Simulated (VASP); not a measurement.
# Al16N16F (a cell with a defect) in VASP: further runs, part 2 of 2

VASP 6.6.1.

## (3) Single point, PBE

INCAR reads:

```
SYSTEM = Al16N16F
  PREC = Accurate
  ENCUT = 520
  EDIFF = 1E-6
  ISMEAR = -1
  SIGMA = 0.01
  LREAL = Auto
  LASPH = .TRUE.
  NELM = 60
  ALGO = Normal
  ISIF = 2
  LWAVE = .FALSE.
  LCHARG = .FALSE.
  GGA = PE
  NBANDS = 90
  NELECT = 134.0
```

KPOINTS reads:

```
Automatic mesh
0
Gamma
  2 2 2
  0.5 0.5 0.5
```

POSCAR reads:

```
Al16N16F
1.0
    6.2595139128      0.0000000578      0.0000000000
   -3.1297570064      5.4208980350      0.0000000000
    0.0000000000      0.0000000000     10.0348065929
Al N F
16 16 1
Direct
    0.3352642781      0.1696197999      0.2513220581
    0.1684961780      0.3319997936      0.5047629856
    0.3327968873      0.1631671925      0.7515111178
    0.1662291127      0.3358341487      0.9968657400
    0.3324086019      0.6652493749      0.2547729182
    0.1672788006      0.8323138380      0.5050509207
    0.3296986983      0.6620052301      0.7491408839
    0.1656343099      0.8352889045      0.9964912293
    0.8355599253      0.1637719645      0.2490312171
    0.6681742782      0.3321780165      0.5064767611
    0.8338228898      0.1625648035      0.7526619062
    0.6669387364      0.3355088391      1.0021393116
    0.8315052980      0.6687324334      0.2519048677
    0.6647830869      0.8299928811      0.5041879112
    0.8334718548      0.6642174605      0.7522731919
    0.6609984628      0.8325107071      0.9977608125
    0.3431371853      0.1714815939      0.4503587397
    0.1826445428      0.3508908648      0.1838559742
    0.3340548638      0.1705273366      0.9409593829
    0.1674724630      0.3276760354      0.6935763232
    0.3314684022      0.6656320517      0.4441901368
    0.1835007469      0.8325679184      0.1849643630
    0.3285966142      0.6679328063      0.9371409788
    0.1668724020      0.8293545135      0.6938032609
    0.8311152908      0.1684600387      0.4490482214
    0.6732697261      0.3351644453      0.1933780555
    0.8307547838      0.1684286332      0.9418191698
    0.6692212963      0.3277936312      0.6963693825
    0.8286023836      0.6579840206      0.4500888791
    0.6498993146      0.8254449276      0.1842602822
    0.8303723406      0.6689837735      0.9417337423
    0.6663896127      0.8277411698      0.6942947252
    0.0010313982     -0.0019157818      0.3096189142
```

Potentials or basis: VASP PAW PBE potentials, release 64 (Al, N, F).

On the command line:

```
$ cat potpaw_PBE.64/Al/POTCAR potpaw_PBE.64/N/POTCAR potpaw_PBE.64/F/POTCAR > POTCAR
$ mpirun -np 1 vasp_std > vasp.out
```

OUTCAR:

```text
SYSTEM = Al16N16F
   PREC = Accurate
   ENCUT = 520
   EDIFF = 1E-6
   ISMEAR = -1
   LREAL = Auto
   LASPH = .TRUE.
   NELM = 60
   ISIF = 2
   GGA = PE
   NELECT = 134.0

 ion  position               nearest neighbor table
   1  0.335  0.170  0.251-  33 1.90  26 1.92  18 1.93  22 1.95  17 2.00  12 3.08   2 3.11   9 3.11
                             5 3.11  13 3.12  10 3.13   4 3.13   8 3.13   6 3.13  13 3.14   5 3.15
   2  0.168  0.332  0.505-  20 1.89  17 1.90  21 1.91  25 1.91   7 3.04   3 3.06  11 3.08   5 3.09
                             1 3.11  14 3.11   6 3.12  10 3.13  10 3.13   6 3.14   9 3.14  14 3.15
   3  0.333  0.163  0.752-  20 1.88  24 1.90  19 1.90  28 1.91   8 3.03   6 3.06  10 3.06   2 3.06
                             4 3.07  12 3.10  11 3.12  15 3.12   7 3.13   7 3.13  15 3.14  11 3.14
   4  0.166  0.336  0.997-  18 1.88  19 1.89  23 1.90  27 1.90  11 3.04   7 3.05   3 3.07   9 3.10
                            16 3.10  12 3.12   8 3.13   8 3.13   1 3.13  12 3.14   5 3.14  16 3.16
   5  0.332  0.665  0.255-  18 1.85  22 1.85  30 1.86  21 1.90  14 3.08   6 3.09   2 3.09   1 3.11
                            13 3.11   9 3.13  16 3.13   9 3.14   4 3.14  13 3.15   1 3.15   8 3.17
   6  0.167  0.832  0.505-  24 1.89  21 1.89  29 1.92  17 1.92   7 3.04   3 3.06  15 3.07   5 3.09
                            14 3.12   2 3.12  13 3.13  10 3.13  10 3.13   1 3.13   2 3.14  14 3.14
   7  0.330  0.662  0.749-  24 1.87  23 1.89  20 1.90  32 1.91   2 3.04   6 3.04   4 3.05  14 3.06
[... 1262 lines left out ...]
------------------------ aborting loop because EDIFF is reached ----------------------------------------

  FORCE on cell =-STRESS in cart. coord.  units (eV):
  Direction    XX          YY          ZZ          XY          YZ          ZX
  --------------------------------------------------------------------------------------
  -------------------------------------------------------------------------------------
  Total        1.1849656      0.7508982      0.6448787     -1.6173525     -0.0492911      0.9358436
  in kB        5.5756497      3.5332208      3.0343645     -7.6101710     -0.2319306      4.4034494
  external PRESSURE =       4.0477450 kB  Pullay stress =       0.0000000 kB

 VOLUME and BASIS-vectors are now :
 -----------------------------------------------------------------------------
  energy-cutoff  :      520.00
  volume of cell :      340.50
      direct lattice vectors                 reciprocal lattice vectors
     6.259513913  0.000000058  0.000000000     0.159756813  0.092235641  0.000000000
    -3.129757006  5.420898035  0.000000000    -0.000000002  0.184471279  0.000000000
     0.000000000  0.000000000 10.034806593     0.000000000  0.000000000  0.099653141

 POSITION                                       TOTAL-FORCE (eV/Angst)
 -----------------------------------------------------------------------------------
      1.56772      0.91949      2.52197         0.081923     -0.143657      0.131829
      0.01563      1.79974      5.06520        -0.142955      0.042640     -0.127912
      1.57247      0.88451      7.54127         0.217898      0.002998     -0.063338
     -0.01057      1.82052     10.00335        -0.008045      0.088417     -0.081451
     -0.00135      3.60625      2.55660        -0.008780      0.084369     -0.002024
     -1.55786      4.51189      5.06809        -0.097670      0.047024     -0.182177
[... 25 lines left out ...]
      1.58065      4.48710      6.96711        -0.210984      0.145899      0.052098
     -3.11731      5.41051      3.10697        -0.047448      0.040230      0.035274
 -----------------------------------------------------------------------------------
    total drift:                               -0.000899     -0.000359      0.003857

  FREE ENERGIE OF THE ION-ELECTRON SYSTEM (eV)
  ---------------------------------------------------
  free  energy   TOTEN  =      -244.4224611246 eV

  energy  without entropy=     -244.4130575372  energy(sigma->0) =     -244.41775933
```

OSZICAR:

```text
N       E                     dE             d eps       ncg     rms          rms(c)
DAV:   1     0.584658779400E+03    0.58466E+03   -0.63645E+04  2160   0.135E+03
DAV:   2    -0.221967209348E+03   -0.80663E+03   -0.78142E+03  2762   0.275E+02
DAV:   3    -0.277782796237E+03   -0.55816E+02   -0.55184E+02  2544   0.771E+01
DAV:   4    -0.278571295565E+03   -0.78850E+00   -0.78628E+00  2616   0.100E+01
DAV:   5    -0.278585731387E+03   -0.14436E-01   -0.14425E-01  2656   0.132E+00    0.332E+01
DAV:   6    -0.245214636768E+03    0.33371E+02   -0.15520E+02  2544   0.340E+01    0.125E+01
DAV:   7    -0.244509119109E+03    0.70552E+00   -0.63547E+00  2792   0.114E+01    0.850E+00
DAV:   8    -0.244588762528E+03   -0.79643E-01   -0.47888E+00  2528   0.487E+00    0.581E+00
DAV:   9    -0.244479922658E+03    0.10884E+00   -0.12296E+00  2976   0.445E+00    0.220E+00
DAV:  10    -0.244423053695E+03    0.56869E-01   -0.45781E-01  2856   0.224E+00    0.850E-01
DAV:  11    -0.244422560246E+03    0.49345E-03   -0.91160E-02  2584   0.104E+00    0.642E-01
DAV:  12    -0.244421335656E+03    0.12246E-02   -0.18086E-02  2608   0.481E-01    0.391E-01
DAV:  13    -0.244422015051E+03   -0.67939E-03   -0.39949E-03  2584   0.262E-01    0.199E-01
DAV:  14    -0.244422511938E+03   -0.49689E-03   -0.21833E-03  2568   0.179E-01    0.983E-02
DAV:  15    -0.244422463474E+03    0.48464E-04   -0.99145E-04  2584   0.984E-02    0.449E-02
DAV:  16    -0.244422459569E+03    0.39052E-05   -0.19301E-04  2656   0.489E-02    0.253E-02
DAV:  17    -0.244422460181E+03   -0.61235E-06   -0.61747E-05  2528   0.275E-02    0.110E-02
DAV:  18    -0.244422461125E+03   -0.94365E-06   -0.83253E-06  2520   0.112E-02
   1 F= -.24442246E+03 E0= -.24441776E+03  d E =-.940359E-02
```

stdout:

```text
POSCAR found type information on POSCAR AlN F
 POSCAR found :  3 types and      33 ions
 scaLAPACK will be used
 LDA part: xc-table for (Slater+PW92), standard interpolation
 POSCAR, INCAR and KPOINTS ok, starting setup
 FFT: planning ... GRIDC
 FFT: planning ... GRID_SOFT
 FFT: planning ... GRID
 WAVECAR not read
 entering main loop
 the old and the new charge density differ
 old charge density:   135.00000 new  134.00000
    0.332E+01
```

It took 7.1 min on 1 thread of Intel Xeon 6975P-C (Granite Rapids), shared host; peak memory 0.56 GiB.

What came out:

```yaml
Free_energy: -244.4225 eV
Largest_force: 0.390 eV/Å
```

Forces on the atoms (eV/Å):
```
Al   0.082 -0.144  0.132
Al  -0.143  0.043 -0.128
Al   0.218  0.003 -0.063
Al  -0.008  0.088 -0.081
Al  -0.009  0.084 -0.002
Al  -0.098  0.047 -0.182
Al   0.298  0.015 -0.090
Al  -0.003  0.061  0.042
Al   0.230  0.055  0.264
Al   0.090 -0.022  0.041
Al   0.113 -0.140 -0.157
Al  -0.097  0.026 -0.102
Al   0.299  0.116  0.065
Al  -0.046  0.117  0.025
Al   0.037 -0.114 -0.131
Al  -0.104  0.040 -0.231
N    0.124 -0.104 -0.064
N   -0.289 -0.011 -0.053
N    0.101 -0.135  0.091
N   -0.244  0.131  0.146
N    0.156 -0.076  0.024
N   -0.177 -0.196 -0.232
N    0.197 -0.076  0.030
N   -0.236  0.132  0.090
N   -0.093  0.018  0.067
N   -0.255  0.087  0.069
N    0.179 -0.120  0.151
N   -0.300  0.214  0.129
N    0.126 -0.143 -0.013
N   -0.076 -0.050 -0.034
N    0.189 -0.132  0.110
N   -0.211  0.146  0.052
F   -0.047  0.040  0.035
```

Caveat: the k points lie up to 0.58 Å⁻¹ apart; the cell carries a net charge on a neutralising background, which shifts energy and pressure; the cell is charged against a uniform background, so pressure and absolute levels hang on convention.
